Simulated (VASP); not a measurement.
The system is Ti.

```
Ti
1.0
     4.56737    0.00000    0.00000
    -2.28369    3.95546    0.00000
     0.00000    0.00000    2.82624
Ti
3
Cartesian
  2.2837 1.3185 1.4131
  0.0000 2.6370 1.4131
  0.0000 0.0000 0.0000
```

This isn't the form of Ti at room conditions, which is hcp.

```yaml
Program: VASP 6.6.1
Task: relaxation of cell and atoms
Functional: BLYP
Potentials_or_basis: VASP PAW PBE potentials, release 64 (Ti_sv)
Cutoff: 600 eV
k_mesh: 7 × 7 × 9
Occupations: fermi-dirac, width 0.05 eV
Spin: no spin polarisation
```

At the start: pressure 3.4 GPa; volume 17.02 Å³/atom.

Question: Where does the relaxation end?

Answer: Over 3 steps the energy falls by 5.4 meV/atom and the volume is 17.55 Å³/atom (+3.1 %); space group P6/mmm (No. 191, to 0.1 Å) before and after.

Step by step:
```tsv
step	energy change (eV)	largest force (eV/Å)	pressure (GPa)	volume (Å³)
1	0.0000	0.0000	3.37	51.06
2	-0.0088	0.0000	-2.11	53.75
3	-0.0162	0.0000	-0.01	52.64
```

Final structure:
```cif
data_structure
_symmetry_space_group_name_H-M 'P 1'
_symmetry_Int_Tables_number 1
_cell_length_a 4.6130
_cell_length_b 4.6130
_cell_length_c 2.8565
_cell_angle_alpha 90.000
_cell_angle_beta 90.000
_cell_angle_gamma 120.000
_cell_volume 52.64
loop_
_atom_site_label
_atom_site_type_symbol
_atom_site_fract_x
_atom_site_fract_y
_atom_site_fract_z
_atom_site_occupancy
Ti1 Ti 0.66667 0.33333 0.50000 1
Ti2 Ti 0.33333 0.66667 0.50000 1
Ti3 Ti 0.00000 0.00000 0.00000 1
```

Caveat: the PAW data sets were made with another functional, which shifts forces and pressure a little.
